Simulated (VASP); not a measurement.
# Au (Fd-3m) in VASP: further runs

Au is run at these levels: PBEsol; tasks: single point, relaxation of cell and atoms.

Program: VASP 6.6.1. These are calculated values, not measurements. Logs are shortened: lines on timing, memory, paths and dates and some standing lists are left out, and cuts for length are marked.

### 1 The cell of the first run

It takes space group Fd-3m (No. 227, cubic). The conventional cell has a = 6.026 Å, b = 6.026 Å, c = 6.026 Å, α = 90.00°, β = 90.00°, γ = 90.00°. Within 3.4 Å of Au (site symmetry -43m) lie 4 Au at 2.61 Å.

This isn't the form of Au at room conditions, which is fcc.

### 2 Single point, PBEsol

The input, INCAR:

```
SYSTEM = Au
PREC = Accurate
ENCUT = 500
EDIFF = 1E-6
ISMEAR = -1
SIGMA = 0.1
LREAL = .False.
LASPH = .True.
NELM = 120
ALGO = Normal
ISIF = 2
LWAVE = .False.
LCHARG = .False.
GGA = PS
NBANDS = 18
GGA_COMPAT = .False.
```

The input, KPOINTS:

```
Automatic mesh
0
Gamma
  7 7 7
  0 0 0
```

The input, POSCAR:

```
Au
1.0
    0.0000000000      3.0128791761      3.0128791761
    3.0128791761      0.0000000000      3.0128791761
    3.0128791761      3.0128791761      0.0000000000
Au
2
Direct
    0.0000000000      0.0000000000      0.0000000000
    0.2500000000      0.2500000000      0.2500000000
```

Potentials or basis: VASP PAW PBE potentials, release 64 (Au).

Started as:

```sh
> cat potpaw_PBE.64/Au/POTCAR > POTCAR
> mpirun -np 1 vasp_std > vasp.out
```

OUTCAR:

```text
SYSTEM = Au
   PREC = Accurate
   ENCUT = 500
   EDIFF = 1E-6
   ISMEAR = -1
   LREAL = .False.
   LASPH = .True.
   NELM = 120
   ISIF = 2
   GGA = PS

 ion  position               nearest neighbor table
   1  0.000  0.000  0.000-   2 2.61   2 2.61   2 2.61   2 2.61
   2  0.250  0.250  0.250-   1 2.61   1 2.61   1 2.61   1 2.61

  LATTYP: Found a face centered cubic cell.
 ALAT       =     6.0257583522

  Lattice vectors:

 A1 = (   0.0000000000,   3.0128791761,   3.0128791761)
 A2 = (   3.0128791761,   0.0000000000,   3.0128791761)
 A3 = (   3.0128791761,   3.0128791761,   0.0000000000)

Analysis of symmetry for initial positions (statically):
=====================================================================
 Subroutine PRICEL returns:
 Original cell was already a primitive cell.

 Routine SETGRP: Setting up the symmetry group for a
 face centered cubic supercell.

 Subroutine GETGRP returns: Found 48 space group operations
 (whereof 24 operations were pure point group operations)
 out of a pool of 48 trial point group operations.

The static configuration has the point symmetry T_d .
 The point group associated with its full space group is O_h .

Analysis of symmetry for dynamics (positions and initial velocities):
=====================================================================
 Subroutine PRICEL returns:
 Original cell was already a primitive cell.

 Routine SETGRP: Setting up the symmetry group for a
 face centered cubic supercell.

 Subroutine GETGRP returns: Found 48 space group operations
 (whereof 24 operations were pure point group operations)
 out of a pool of 48 trial point group operations.

The dynamic configuration has the point symmetry T_d .
 The point group associated with its full space group is O_h .

 Subroutine INISYM returns: Found 48 space group operations
 (whereof 24 operations are pure point group operations),
 and found     1 'primitive' translations

----------------------------------------------------------------------------------------

                                     Primitive cell

  volume of cell :      54.6985

  direct lattice vectors                    reciprocal lattice vectors
     0.000000000  3.012879176  3.012879176    -0.165954215  0.165954215  0.165954215
     3.012879176  0.000000000  3.012879176     0.165954215 -0.165954215  0.165954215
     3.012879176  3.012879176  0.000000000     0.165954215  0.165954215 -0.165954215

  length of vectors
     4.260854593  4.260854593  4.260854593     0.287441133  0.287441133  0.287441133

  position of ions in fractional coordinates (direct lattice)
     0.000000000  0.000000000  0.000000000
     0.250000000  0.250000000  0.250000000

  ion indices of the primitive-cell ions
   primitive index   ion index
                 1           1
                 2           2

----------------------------------------------------------------------------------------

 KPOINTS: Automatic mesh

Automatic generation of k-mesh.
 Grid dimensions read from file:
 generate k-points for:    7    7    7

 Generating k-lattice:

  Cartesian coordinates                     Fractional coordinates (reciprocal lattice)
    -0.023707745  0.023707745  0.023707745     0.142857143  0.000000000  0.000000000
     0.023707745 -0.023707745  0.023707745     0.000000000  0.142857143  0.000000000
     0.023707745  0.023707745 -0.023707745     0.000000000  0.000000000  0.142857143

  Length of vectors
     0.041063019  0.041063019  0.041063019

  Shift w.r.t. Gamma in fractional coordinates (k-lattice)
     0.000000000  0.000000000  0.000000000

 Subroutine IBZKPT returns following result:
 ===========================================

 Found     20 irreducible k-points:

 Following reciprocal coordinates:
            Coordinates               Weight
  0.000000  0.000000  0.000000      1.000000
  0.142857  0.000000  0.000000      8.000000
  0.285714  0.000000  0.000000      8.000000
  0.428571  0.000000  0.000000      8.000000
  0.142857  0.142857  0.000000      6.000000
  0.285714  0.142857  0.000000     24.000000
[... 12 lines left out ...]
 -0.428571  0.428571  0.142857     24.000000
 -0.285714  0.428571  0.142857     24.000000
   k-points           NKPTS =     20   k-points in BZ     NKDIM =     20   number of bands    NBANDS=     18
   number of dos      NEDOS =    301   number of ions     NIONS =      2
   total plane-waves  NPLWV =  32768
   dimension x,y,z NGX =    32 NGY =   32 NGZ =   32
   dimension x,y,z NGXF=    64 NGYF=   64 NGZF=   64
   ions per type =               2
   NGX,Y,Z   is equivalent  to a cutoff of  12.49, 12.49, 12.49 a.u.
   NGXF,Y,Z  is equivalent  to a cutoff of  24.97, 24.97, 24.97 a.u.
 SYSTEM =  Au
   PREC   = accura    normal or accurate (medium, high low for compatibility)
   ISTART =      0    job   : 0-new  1-cont  2-samecut
   ICHARG =      2    charge: 1-file 2-atom 10-const
   ISPIN  =      1    spin polarized calculation?
   LNONCOLLINEAR =      F non collinear calculations
   LSORBIT =      F    spin-orbit coupling
   LASPH  =      T    aspherical Exc in radial PAW
   ENCUT  =  500.0 eV  36.75 Ry    6.06 a.u.   7.77  7.77  7.77*2*pi/ulx,y,z
   NELM   =    120;   NELMIN=  2; NELMDL= -5     # of ELM steps
   EDIFF  = 0.1E-05   stopping-criterion for ELM
   LREAL  =      F    real-space projection
   EDIFFG = 0.1E-04   stopping-criterion for IOM
   NSW    =      0    number of steps for IOM
   IBRION =     -1    ionic relax: 0-MD 1-quasi-New 2-CG
   NFREE  =      0    steps in history (QN), initial steepest desc. (CG)
   ISIF   =      2    stress and relaxation
   ISYM   =      2    0-nonsym 1-usesym 2-fastsym
   POTIM  = 0.5000    time-step for ionic-motion
   TEBEG  =    0.0;   TEEND  =   0.0 temperature during run
   PSTRESS=    0.0 pullay stress
   NELECT =      22.0000    total number of electrons
   NUPDOWN=      -1.0000    fix difference up-down
   EMIN   =  10.00;   EMAX   =-10.00  energy-range for DOS
   EFERMI =   0.00;   METHOD = LEGACY
   ISMEAR =    -1;   SIGMA  =   0.10  broadening in eV -4-tet -1-fermi 0-gaus
   EFERMI_NEDOS =   21; number of points for ismear=-14 and -15
   IALGO  =     38    algorithm
   IMIX   =      4    mixing-type and parameters
     AMIX     =   0.40;   BMIX     =  1.00
     AMIX_MAG =   1.60;   BMIX_MAG =  1.00
  volume/ion in A,a.u.               =      27.35       184.56
  Fermi-wavevector in a.u.,A,eV,Ry     =   1.208437  2.283615 19.868859  1.460320
  Thomas-Fermi vector in A             =   2.344045
   LORBIT       =      0    0 simple, 1 ext, 2 COOP (PROOUT), +10 PAW based schemes
   GGA     = PS    functional components
   LHFCALC =     F    Hartree Fock is set to
   AEXX    =    0.0000 exact exchange contribution
   IVDW    =     0    specifies the selected vdW correction
   LEPSILON=     F    determine dielectric tensor
   LRPA    =     F    only Hartree local field effects (RPA)
 non-spin polarized calculation
  energy-cutoff  :      500.00
  volume of cell :       54.70
 maximum number of plane-waves:      1411
   NGX = 15   NGY = 15   NGZ = 15

 number of electron      22.0000003 magnetization

 Free energy of the ion-electron system (eV)
  ---------------------------------------------------
  ext. energy  EPLUGINS =         0.00000000
  ---------------------------------------------------
  free energy    TOTEN  =        -5.98441644 eV

  energy without entropy =       -5.95627830  energy(sigma->0) =       -5.97034737

 E-fermi :   3.2079     XC(G=0):  -9.8666

 val. band max:        3.1149097673   @ k =  -0.2857   0.4286   0.1429
 cond. band min:       3.4887795500   @ k =  -0.4286   0.2857   0.0000
 fundamental gap:      0.3738697826
 Fermi energy:         3.2078851397

 k-point     1 :       0.0000    0.0000    0.0000
  band No.  band energies     occupation
      1      -3.1403      2.00000
      2      -1.1062      2.00000
      3      -1.1062      2.00000
      4      -1.1034      2.00000
      5      -1.1034      2.00000
      6      -1.1034      2.00000
[... 10 lines left out ...]
     17      14.1206      0.00000
     18      14.1206      0.00000

 k-point     2 :       0.1429    0.0000    0.0000
  band No.  band energies     occupation
      1      -2.8938      2.00000
      2      -1.2860      2.00000
      3      -1.2860      2.00000
      4      -1.1219      2.00000
      5      -0.8564      2.00000
      6      -0.8564      2.00000
[... 10 lines left out ...]
     17      15.0471      0.00000
     18      15.0690      0.00000

 k-point     3 :       0.2857    0.0000    0.0000
  band No.  band energies     occupation
      1      -2.2884      2.00000
      2      -1.3206      2.00000
      3      -1.3206      2.00000
      4      -1.1605      2.00000
      5      -0.7300      2.00000
      6      -0.7300      2.00000
[... 10 lines left out ...]
     17      15.1820      0.00000
     18      15.1820      0.00000

 k-point     4 :       0.4286    0.0000    0.0000
  band No.  band energies     occupation
      1      -1.7818      2.00000
      2      -1.2407      2.00000
      3      -1.2407      2.00000
      4      -1.2016      2.00000
      5      -0.8046      2.00000
      6      -0.8046      2.00000
[... 291 lines left out ...]
      4      -1.1060      2.00000
      5      -0.5521      2.00000
      6      -0.2814      2.00000
[... 10 lines left out ...]
     17      15.6734      0.00000
     18      17.9137      0.00000

 k-point    19 :      -0.4286    0.4286    0.1429
  band No.  band energies     occupation
      1      -1.5770      2.00000
      2      -1.4701      2.00000
      3      -1.2118      2.00000
      4      -1.1344      2.00000
      5      -0.1656      2.00000
      6      -0.1267      2.00000
[... 10 lines left out ...]
     17      16.8317      0.00000
     18      18.8575      0.00000

 k-point    20 :      -0.2857    0.4286    0.1429
  band No.  band energies     occupation
      1      -1.6035      2.00000
      2      -1.4902      2.00000
      3      -1.1620      2.00000
      4      -1.1262      2.00000
      5      -0.3255      2.00000
      6       0.1035      2.00000
[... 10 lines left out ...]
     17      16.0212      0.00000
     18      16.0878      0.00000

------------------------ aborting loop because EDIFF is reached ----------------------------------------

  FORCE on cell =-STRESS in cart. coord.  units (eV):
  Direction    XX          YY          ZZ          XY          YZ          ZX
  --------------------------------------------------------------------------------------
  -------------------------------------------------------------------------------------
  Total       -0.0332137     -0.0332137     -0.0332137      0.0000000      0.0000000      0.0000000
  in kB       -0.9728657     -0.9728657     -0.9728657      0.0000000      0.0000000      0.0000000
  external PRESSURE =      -0.9728657 kB  Pullay stress =       0.0000000 kB

 VOLUME and BASIS-vectors are now :
 -----------------------------------------------------------------------------
  energy-cutoff  :      500.00
  volume of cell :       54.70
      direct lattice vectors                 reciprocal lattice vectors
     0.000000000  3.012879176  3.012879176    -0.165954215  0.165954215  0.165954215
     3.012879176  0.000000000  3.012879176     0.165954215 -0.165954215  0.165954215
     3.012879176  3.012879176  0.000000000     0.165954215  0.165954215 -0.165954215

 POSITION                                       TOTAL-FORCE (eV/Angst)
 -----------------------------------------------------------------------------------
      0.00000      0.00000      0.00000        -0.000000     -0.000000     -0.000000
      1.50644      1.50644      1.50644         0.000000      0.000000      0.000000
 -----------------------------------------------------------------------------------
    total drift:                               -0.000000      0.000000      0.000000

  FREE ENERGIE OF THE ION-ELECTRON SYSTEM (eV)
  ---------------------------------------------------
  free  energy   TOTEN  =        -5.9844164423 eV

  energy  without entropy=       -5.9562782955  energy(sigma->0) =       -5.97034737
```

It took 12 s on 1 thread of Intel Xeon Platinum 8259CL at 2.50GHz (Skylake/Cascade Lake), shared host; peak memory 0.17 GiB.

Results:

```yaml
Free_energy: -5.9844 eV
Pressure: -0.1 GPa
Band_gap_on_the_k_mesh: zero (bands 11 and 12 overlap by 0.39 eV)
```

Levels at points of the mesh, in eV from the Fermi level:
```tsv
k point	band 9	band 10	band 11	band 12	band 13	band 14
(0.00, 0.00, 0.00)	-2.35	-1.23	-1.23	8.96	9.88	9.89
```

Caveat: the PAW data sets were made with another functional, which shifts forces and pressure a little; spin-orbit coupling is left out, which moves the levels of the heavy elements.

### 3 Single point, PBEsol

This run uses another cell than the first one, of 26.94 Å³/atom.

The input, INCAR:

```
PREC = Accurate
ENCUT = 500
EDIFF = 1E-6
ISMEAR = -1
SIGMA = 0.1
LREAL = False
LASPH = True
NELM = 120
ALGO = Normal
ISIF = 2
LWAVE = False
LCHARG = False
GGA = PS
NBANDS = 18
GGA_COMPAT = False
```

The input, KPOINTS:

```
regular mesh
0
Gamma
  7 7 7
```

The input, POSCAR:

```
Au
1.0
    0.0000000000      2.9977388242      2.9977388242
    2.9977388242      0.0000000000      2.9977388242
    2.9977388242      2.9977388242      0.0000000000
Au
2
Direct
    0.0000000000      0.0000000000      0.0000000000
    0.2500000000      0.2500000000      0.2500000000
```

Potentials or basis: VASP PAW PBE potentials, release 64 (Au).

Started as:

```sh
> cat potpaw_PBE.64/Au/POTCAR > POTCAR
> mpirun -np 1 vasp_std > vasp.out
```

It took 12 s on 1 thread of Intel Xeon Platinum 8259CL at 2.50GHz (Skylake/Cascade Lake), shared host; peak memory 0.17 GiB.

It converged, with:

```
Free energy            : -5.9818 eV
Pressure               : 1.0 GPa
Band gap on the k mesh : zero (bands 11 and 12 overlap by 0.40 eV)
```

Levels at points of the mesh, in eV from the Fermi level:
| k point | band 8 | band 9 | band 10 | band 11 | band 12 | band 13 | band 14 | band 15 |
| --- | --- | --- | --- | --- | --- | --- | --- | --- |
| (0.00, 0.00, 0.00) | -2.39 | -2.39 | -1.23 | -1.23 | 9.07 | 9.93 | 10.00 | 10.00 |

Caveat: the PAW data sets were made with another functional, which shifts forces and pressure a little; spin-orbit coupling is left out, which moves the levels of the heavy elements.

(Continued in part 2 of 2.)
